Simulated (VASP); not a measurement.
# Os (Fd-3m) in VASP: further runs

Os is run at these levels: LDA; tasks: single point.

Program: VASP 6.6.1. These are calculated values, not measurements. Logs are shortened: lines on timing, memory, paths and dates and some standing lists are left out, and cuts for length are marked.

### Step 1. The cell of the first run

It takes space group Fd-3m (No. 227, cubic). The conventional cell has a = 5.163 Å, b = 5.163 Å, c = 5.163 Å, α = 90.00°, β = 90.00°, γ = 90.00°. Os (site symmetry -43m) has 4 Os at 2.24 Å within 3.0 Å.

This isn't the form of Os at room conditions, which is hcp.

### Step 2. Single point, LDA (17.20 Å³/atom)

The input, POSCAR:

```
Os
1.0
    0.0000000000      2.5813294558      2.5813294558
    2.5813294558      0.0000000000      2.5813294558
    2.5813294558      2.5813294558      0.0000000000
Os
2
Direct
   -0.1250000000     -0.1250000000     -0.1250000000
    0.1250000000      0.1250000000      0.1250000000
```

The input, INCAR.step1:

```
  ALGO = Normal
  EDIFF = 1E-6
  ENCUT = 520
  ISIF = 2
  ISMEAR = -1
  LASPH = True
  LCHARG = True
  LMAXMIX = 4
  LREAL = False
  LWAVE = False
  NBANDS = 15
  NELM = 60
  PREC = Accurate
  SIGMA = 0.05
```

The input, KPOINTS.step1:

```
k-points
0
Gamma
  13 13 13
```

The input, INCAR.step2:

```
  ALGO = Normal
  EDIFF = 1E-6
  ENCUT = 520
  ICHARG = 11
  ISIF = 2
  ISMEAR = -5
  LASPH = True
  LCHARG = False
  LMAXMIX = 4
  LORBIT = 11
  LREAL = False
  LWAVE = False
  NEDOS = 1001
  NELM = 60
  PREC = Accurate
  SIGMA = 0.05
```

The input, KPOINTS.step2:

```
k-points
0
Gamma
  20 20 20
```

Potentials or basis: VASP PAW LDA potentials, release 64 (Os).

Run with:

```
cat potpaw_LDA.64/Os/POTCAR > POTCAR
cp INCAR.step1 INCAR
cp KPOINTS.step1 KPOINTS
mpirun -np 1 vasp_std > vasp.out
cp INCAR.step2 INCAR
cp KPOINTS.step2 KPOINTS
mpirun -np 1 vasp_std > vasp.out
```

OUTCAR:

```text
EDIFF = 1E-6
   ENCUT = 520
   ICHARG = 11
   ISIF = 2
   ISMEAR = -5
   LASPH = True
   LORBIT = 11
   LREAL = False
   NELM = 60
   PREC = Accurate

 ion  position               nearest neighbor table
   1  0.875  0.875  0.875-   2 2.24   2 2.24   2 2.24   2 2.24
   2  0.125  0.125  0.125-   1 2.24   1 2.24   1 2.24   1 2.24

  LATTYP: Found a face centered cubic cell.
 ALAT       =     5.1626589116

  Lattice vectors:

 A1 = (   0.0000000000,   2.5813294558,   2.5813294558)
 A2 = (   2.5813294558,   0.0000000000,   2.5813294558)
 A3 = (   2.5813294558,   2.5813294558,   0.0000000000)

Analysis of symmetry for initial positions (statically):
=====================================================================
 Subroutine PRICEL returns:
 Original cell was already a primitive cell.

 Routine SETGRP: Setting up the symmetry group for a
 face centered cubic supercell.

 Subroutine GETGRP returns: Found 48 space group operations
 (whereof 12 operations were pure point group operations)
 out of a pool of 48 trial point group operations.

The static configuration has the point symmetry D_3d.
 The point group associated with its full space group is O_h .

Analysis of symmetry for dynamics (positions and initial velocities):
=====================================================================
 Subroutine PRICEL returns:
 Original cell was already a primitive cell.

 Routine SETGRP: Setting up the symmetry group for a
 face centered cubic supercell.

 Subroutine GETGRP returns: Found 48 space group operations
 (whereof 12 operations were pure point group operations)
 out of a pool of 48 trial point group operations.

The dynamic configuration has the point symmetry D_3d.
 The point group associated with its full space group is O_h .

 Subroutine INISYM returns: Found 48 space group operations
 (whereof 12 operations are pure point group operations),
 and found     1 'primitive' translations

----------------------------------------------------------------------------------------

                                     Primitive cell

  volume of cell :      34.4001

  direct lattice vectors                    reciprocal lattice vectors
     0.000000000  2.581329456  2.581329456    -0.193698638  0.193698638  0.193698638
     2.581329456  0.000000000  2.581329456     0.193698638 -0.193698638  0.193698638
     2.581329456  2.581329456  0.000000000     0.193698638  0.193698638 -0.193698638

  length of vectors
     3.650551125  3.650551125  3.650551125     0.335495882  0.335495882  0.335495882

  position of ions in fractional coordinates (direct lattice)
     0.875000000  0.875000000  0.875000000
     0.125000000  0.125000000  0.125000000

  ion indices of the primitive-cell ions
   primitive index   ion index
                 1           1
                 2           2

----------------------------------------------------------------------------------------

 KPOINTS: k-points

Automatic generation of k-mesh.
 Grid dimensions read from file:
 generate k-points for:   20   20   20

 Generating k-lattice:

  Cartesian coordinates                     Fractional coordinates (reciprocal lattice)
    -0.009684932  0.009684932  0.009684932     0.050000000  0.000000000  0.000000000
     0.009684932 -0.009684932  0.009684932     0.000000000  0.050000000  0.000000000
     0.009684932  0.009684932 -0.009684932     0.000000000  0.000000000  0.050000000

  Length of vectors
     0.016774794  0.016774794  0.016774794

  Shift w.r.t. Gamma in fractional coordinates (k-lattice)
     0.000000000  0.000000000  0.000000000

 TETIRR: Found   1093 inequivalent tetrahedra from    48000

 Subroutine IBZKPT returns following result:
 ===========================================

 Found    256 irreducible k-points:

 Following reciprocal coordinates:
            Coordinates               Weight
  0.000000  0.000000  0.000000      1.000000
  0.050000  0.000000  0.000000      8.000000
  0.100000  0.000000  0.000000      8.000000
  0.150000  0.000000  0.000000      8.000000
  0.200000  0.000000  0.000000      8.000000
  0.250000  0.000000  0.000000      8.000000
[... 16 lines left out ...]
 -0.400000  0.050000  0.000000     24.000000
 -0.350000  0.050000  0.000000     24.000000
 [... further k-points ...]
   k-points           NKPTS =    256   k-points in BZ     NKDIM =    256   number of bands    NBANDS=     12
   number of dos      NEDOS =   1001   number of ions     NIONS =      2
   total plane-waves  NPLWV =  21952
   dimension x,y,z NGX =    28 NGY =   28 NGZ =   28
   dimension x,y,z NGXF=    56 NGYF=   56 NGZF=   56
   ions per type =               2
   NGX,Y,Z   is equivalent  to a cutoff of  12.75, 12.75, 12.75 a.u.
   NGXF,Y,Z  is equivalent  to a cutoff of  25.50, 25.50, 25.50 a.u.
 SYSTEM =  unknown system
   PREC   = accura    normal or accurate (medium, high low for compatibility)
   ISTART =      0    job   : 0-new  1-cont  2-samecut
   ICHARG =     11    charge: 1-file 2-atom 10-const
   ISPIN  =      1    spin polarized calculation?
   LNONCOLLINEAR =      F non collinear calculations
   LSORBIT =      F    spin-orbit coupling
   LASPH  =      T    aspherical Exc in radial PAW
   ENCUT  =  520.0 eV  38.22 Ry    6.18 a.u.   6.79  6.79  6.79*2*pi/ulx,y,z
   NELM   =     60;   NELMIN=  2; NELMDL=  0     # of ELM steps
   EDIFF  = 0.1E-05   stopping-criterion for ELM
   LREAL  =      F    real-space projection
   EDIFFG = 0.1E-04   stopping-criterion for IOM
   NSW    =      0    number of steps for IOM
   IBRION =     -1    ionic relax: 0-MD 1-quasi-New 2-CG
   NFREE  =      0    steps in history (QN), initial steepest desc. (CG)
   ISIF   =      2    stress and relaxation
   ISYM   =      2    0-nonsym 1-usesym 2-fastsym
   POTIM  = 0.5000    time-step for ionic-motion
   TEBEG  =    0.0;   TEEND  =   0.0 temperature during run
   PSTRESS=    0.0 pullay stress
   NELECT =      16.0000    total number of electrons
   NUPDOWN=      -1.0000    fix difference up-down
   EMIN   =  10.00;   EMAX   =-10.00  energy-range for DOS
   EFERMI =   0.00;   METHOD = LEGACY
   ISMEAR =    -5;   SIGMA  =   0.05  broadening in eV -4-tet -1-fermi 0-gaus
   EFERMI_NEDOS =   21; number of points for ismear=-14 and -15
   IALGO  =     38    algorithm
   IMIX   =      4    mixing-type and parameters
     AMIX     =   0.40;   BMIX     =  1.00
     AMIX_MAG =   1.60;   BMIX_MAG =  1.00
  volume/ion in A,a.u.               =      17.20       116.07
  Fermi-wavevector in a.u.,A,eV,Ry     =   1.268415  2.396957 21.890097  1.608877
  Thomas-Fermi vector in A             =   2.401511
   LORBIT       =     11    0 simple, 1 ext, 2 COOP (PROOUT), +10 PAW based schemes
   GGA     = CA    functional components
   LHFCALC =     F    Hartree Fock is set to
   AEXX    =    0.0000 exact exchange contribution
   IVDW    =     0    specifies the selected vdW correction
   LEPSILON=     F    determine dielectric tensor
   LRPA    =     F    only Hartree local field effects (RPA)
 non-spin polarized calculation
 Fermi weights with tetrahedron method with Bloechl corrections
  energy-cutoff  :      520.00
  volume of cell :       34.40
 maximum number of plane-waves:       944

 number of electron      16.0000000 magnetization

 Free energy of the ion-electron system (eV)
  ---------------------------------------------------
  ext. energy  EPLUGINS =         0.00000000
  ---------------------------------------------------
  free energy    TOTEN  =       -21.46456662 eV

  energy without entropy =      -21.46456662  energy(sigma->0) =      -21.46456662

 E-fermi :   6.7463     XC(G=0): -12.5754

 val. band max:        6.8209626060   @ k =   0.5000   0.2000   0.0000
 cond. band min:       6.7328526337   @ k =   0.3500   0.0000   0.0000
 fundamental gap:     -0.0881099723
 Fermi energy:         6.7462994886

 k-point     1 :       0.0000    0.0000    0.0000
  band No.  band energies     occupation
      1      -2.1533      2.00000
      2       1.1561      2.00000
      3       1.1561      2.00000
      4       2.3993      2.00000
      5       2.3993      2.00000
      6       2.3993      2.00000
      7       6.0850      2.00000
      8       6.0850      2.00000
      9       6.0850      2.00000
     10      10.3851      0.00000
     11      10.3851      0.00000
     12      18.6346      0.00000

 k-point     2 :       0.0500    0.0000    0.0000
  band No.  band energies     occupation
      1      -2.0946      2.00000
      2       1.1243      2.00000
      3       1.1243      2.00000
      4       2.3886      2.00000
      5       2.4571      2.00000
      6       2.4571      2.00000
      7       6.0033      2.00000
      8       6.0715      2.00000
      9       6.0715      2.00000
     10      10.3777      0.00000
     11      10.3777      0.00000
     12      18.4011      0.00000

 k-point     3 :       0.1000    0.0000    0.0000
  band No.  band energies     occupation
      1      -1.9213      2.00000
      2       1.0528      2.00000
      3       1.0528      2.00000
      4       2.3584      2.00000
      5       2.5985      2.00000
      6       2.5985      2.00000
      7       5.7754      2.00000
      8       6.0409      2.00000
      9       6.0409      2.00000
     10      10.3536      0.00000
     11      10.3536      0.00000
     12      18.0024      0.00000
[... 286 lines left out ...]
 k-point    23 :      -0.4000    0.0500    0.0000
  band No.  band energies     occupation
      1       0.5880      2.00000
      2       1.1527      2.00000
      3       1.4369      2.00000
      4       1.6739      2.00000
      5       2.1716      2.00000
      6       2.5135      2.00000
      7       4.8196      2.00000
      8       6.8903      0.30700
      9       7.3647      0.00000
     10       9.1978      0.00000
     11       9.7669      0.00000
     12      11.2585      0.00000

 k-point    24 :      -0.3500    0.0500    0.0000
  band No.  band energies     occupation
      1       0.2287      2.00000
      2       0.9778      2.00000
      3       1.3436      2.00000
      4       1.8392      2.00000
      5       2.3629      2.00000
      6       2.7755      2.00000
      7       4.6102      2.00000
      8       6.5454      2.01497
      9       7.1002     -0.00318
     10       9.3468      0.00000
     11      10.0154      0.00000
     12      12.3697      0.00000

 [... further k-points ...]

------------------------ aborting loop because EDIFF is reached ----------------------------------------

  FORCE on cell =-STRESS in cart. coord.  units (eV):
  Direction    XX          YY          ZZ          XY          YZ          ZX
  --------------------------------------------------------------------------------------
  -------------------------------------------------------------------------------------
  Total       12.0336847     12.0336847     12.0336847     -0.0000000     -0.0000000     -0.0000000
  in kB      560.4655256    560.4655256    560.4655256     -0.0000000     -0.0000000     -0.0000000
  external PRESSURE =     560.4655256 kB  Pullay stress =       0.0000000 kB

 VOLUME and BASIS-vectors are now :
 -----------------------------------------------------------------------------
  energy-cutoff  :      520.00
  volume of cell :       34.40
      direct lattice vectors                 reciprocal lattice vectors
     0.000000000  2.581329456  2.581329456    -0.193698638  0.193698638  0.193698638
     2.581329456  0.000000000  2.581329456     0.193698638 -0.193698638  0.193698638
     2.581329456  2.581329456  0.000000000     0.193698638  0.193698638 -0.193698638

 POSITION                                       TOTAL-FORCE (eV/Angst)
 -----------------------------------------------------------------------------------
      4.51733      4.51733      4.51733         0.000000      0.000000      0.000000
      0.64533      0.64533      0.64533        -0.000000     -0.000000     -0.000000
 -----------------------------------------------------------------------------------
    total drift:                                0.000000     -0.000000     -0.000000

  FREE ENERGIE OF THE ION-ELECTRON SYSTEM (eV)
  ---------------------------------------------------
  free  energy   TOTEN  =       -21.4645666237 eV

  energy  without entropy=      -21.4645666237  energy(sigma->0) =      -21.46456662

 total charge

# of ion       s       p       d       tot
------------------------------------------
    1        0.894   0.700   6.645   8.239
    2        0.894   0.700   6.645   8.239
--------------------------------------------------
tot          1.787   1.401  13.291  16.478
```

Wall time 44 s (1 thread of Intel Xeon Platinum 8559C (Emerald Rapids), shared host); peak memory 0.21 GiB.

Caveat: spin-orbit coupling is left out, which moves the levels of the heavy elements; tetrahedron occupations give inexact forces and stress in metals.

(Part 1 of 2 ends here.)
